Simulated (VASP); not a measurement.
# Se (Fm-3m) in VASP: notebook, part 2 of 2

VASP 6.6.1. Earlier steps stand in the parts before.

## (5) Single point, PBE (19.63 Å³/atom)

This run uses another cell than the first one, of 19.63 Å³/atom.

Input file INCAR:

```
SYSTEM = Se
PREC = Accurate
ENCUT = 520
EDIFF = 1E-6
ISMEAR = -1
SIGMA = 0.1
LREAL = .False.
LASPH = .True.
NELM = 80
ALGO = Normal
ISIF = 2
LWAVE = .False.
LCHARG = .False.
GGA = PE
NBANDS = 9
```

Input file KPOINTS:

```
regular mesh
0
Gamma
  20 20 20
  0 0 0
```

Input file POSCAR:

```
Se
1.0
    0.0000000000      2.1409247033      2.1409247033
    2.1409247033      0.0000000000      2.1409247033
    2.1409247033      2.1409247033      0.0000000000
Se
1
Direct
    0.0000000000      0.0000000000      0.0000000000
```

Potentials or basis: VASP PAW PBE potentials, release 64 (Se).

Command:

```bash
cat potpaw_PBE.64/Se/POTCAR > POTCAR
mpirun -np 1 vasp_std > vasp.out
```

OUTCAR:

```text
SYSTEM = Se
   PREC = Accurate
   ENCUT = 520
   EDIFF = 1E-6
   ISMEAR = -1
   LREAL = .False.
   LASPH = .True.
   NELM = 80
   ISIF = 2
   GGA = PE

 ion  position               nearest neighbor table
   1  0.000  0.000  0.000-

  LATTYP: Found a face centered cubic cell.
 ALAT       =     4.2818494066

  Lattice vectors:

 A1 = (   0.0000000000,   2.1409247033,   2.1409247033)
 A2 = (   2.1409247033,   0.0000000000,   2.1409247033)
 A3 = (   2.1409247033,   2.1409247033,   0.0000000000)

Analysis of symmetry for initial positions (statically):
=====================================================================
 Subroutine PRICEL returns:
 Original cell was already a primitive cell.

 Routine SETGRP: Setting up the symmetry group for a
 face centered cubic supercell.

 Subroutine GETGRP returns: Found 48 space group operations
 (whereof 48 operations were pure point group operations)
 out of a pool of 48 trial point group operations.

The static configuration has the point symmetry O_h .

Analysis of symmetry for dynamics (positions and initial velocities):
[... 162 lines left out ...]

 k-point     1 :       0.0000    0.0000    0.0000
  band No.  band energies     occupation
      1     -10.5100      2.00000
      2       9.0649      0.00000
      3       9.0649      0.00000
      4       9.0649      0.00000
      5      17.4039      0.00000
      6      17.9457      0.00000
      7      17.9457      0.00000
      8      17.9457      0.00000
      9      21.4099      0.00000
[... 265 lines left out ...]
 k-point    24 :      -0.3500    0.0500    0.0000
  band No.  band energies     occupation
      1      -7.9911      2.00000
      2       0.5556      2.00000
      3       7.3953      0.00000
      4       8.0239      0.00000
      5      14.9951      0.00000
      6      17.2570      0.00000
      7      17.4544      0.00000
      8      21.1989      0.00000
      9      24.3515      0.00000

 [... further k-points ...]

------------------------ aborting loop because EDIFF is reached ----------------------------------------

  FORCE on cell =-STRESS in cart. coord.  units (eV):
  Direction    XX          YY          ZZ          XY          YZ          ZX
  --------------------------------------------------------------------------------------
  -------------------------------------------------------------------------------------
  Total        0.3560887      0.3560887      0.3560887     -0.0000000     -0.0000000      0.0000000
  in kB       29.0693001     29.0693001     29.0693001     -0.0000000     -0.0000000      0.0000000
  external PRESSURE =      29.0693001 kB  Pullay stress =       0.0000000 kB

 VOLUME and BASIS-vectors are now :
 -----------------------------------------------------------------------------
  energy-cutoff  :      520.00
  volume of cell :       19.63
      direct lattice vectors                 reciprocal lattice vectors
     0.000000000  2.140924703  2.140924703    -0.233543944  0.233543944  0.233543944
     2.140924703  0.000000000  2.140924703     0.233543944 -0.233543944  0.233543944
     2.140924703  2.140924703  0.000000000     0.233543944  0.233543944 -0.233543944

 POSITION                                       TOTAL-FORCE (eV/Angst)
 -----------------------------------------------------------------------------------
      0.00000      0.00000      0.00000         0.000000      0.000000      0.000000
 -----------------------------------------------------------------------------------
    total drift:                                0.000000     -0.000000     -0.000000

  FREE ENERGIE OF THE ION-ELECTRON SYSTEM (eV)
  ---------------------------------------------------
  free  energy   TOTEN  =        -2.7832640620 eV

  energy  without entropy=       -2.7548211506  energy(sigma->0) =       -2.76904261
```

OSZICAR:

```text
N       E                     dE             d eps       ncg     rms          rms(c)
DAV:   1     0.914962241354E+01    0.91496E+01   -0.29726E+03  4632   0.578E+02
DAV:   2    -0.253628976166E+01   -0.11686E+02   -0.11294E+02  6431   0.764E+01
DAV:   3    -0.278512620676E+01   -0.24884E+00   -0.24625E+00  5404   0.100E+01
DAV:   4    -0.278551104631E+01   -0.38484E-03   -0.38482E-03  6374   0.451E-01
DAV:   5    -0.278551125308E+01   -0.20677E-06   -0.20694E-06  5384   0.900E-03    0.324E+00
DAV:   6    -0.278359475244E+01    0.19165E-02   -0.26595E-03  5136   0.276E-01    0.192E+00
DAV:   7    -0.278326436483E+01    0.33039E-03   -0.44655E-03  5011   0.369E-01    0.754E-02
DAV:   8    -0.278326384321E+01    0.52162E-06   -0.12035E-04  5197   0.669E-02    0.837E-03
DAV:   9    -0.278326406197E+01   -0.21877E-06   -0.11283E-06  5663   0.858E-03
   1 F= -.27832641E+01 E0= -.27690426E+01  d E =-.284429E-01
```

stdout:

```text
POSCAR found type information on POSCAR Se
 POSCAR found :  1 types and       1 ions
 scaLAPACK will be used
 LDA part: xc-table for (Slater+PW92), standard interpolation
 POSCAR, INCAR and KPOINTS ok, starting setup
 FFT: planning ... GRIDC
 FFT: planning ... GRID_SOFT
 FFT: planning ... GRID
 WAVECAR not read
 entering main loop
```

Wall time 28 s (1 thread of Intel Xeon 8259CL, shared host); peak memory 0.17 GiB.

Results:

```yaml
Free_energy: -2.7833 eV
Pressure: 2.9 GPa
Band_gap_on_the_k_mesh: zero (bands 3 and 4 overlap by 5.59 eV)
```

## (6) The runs side by side

| task | cell | k mesh | cutoff (eV) | gap on the mesh (eV) | pressure (GPa) |
| --- | --- | --- | --- | --- | --- |
| single point | a = 2.941 Å, angles 60.0°, 1 atom | 20 × 20 × 20 | 520 | none | 11.6 |
| single point | a = 2.985 Å, angles 60.0°, 1 atom | 20 × 20 × 20 | 520 | none | 6.8 |
| relaxation of cell and atoms | relaxed from a = 3.136 Å, angles 60.0°, 1 atom | 12 × 12 × 12 | 600 | none | 0.0 |
| single point | a = 3.028 Å, angles 60.0°, 1 atom | 20 × 20 × 20 | 520 | none | 2.9 |

Alike in all rows: level PBE; potentials or basis VASP PAW PBE potentials, release 64 (Se); no spin polarisation; smearing fermi-dirac 0.1 eV.

Caveats: the cell stands under pressure (at least some runs).

Total energies depend on the potentials used, so only differences within one code and one set of settings carry meaning.
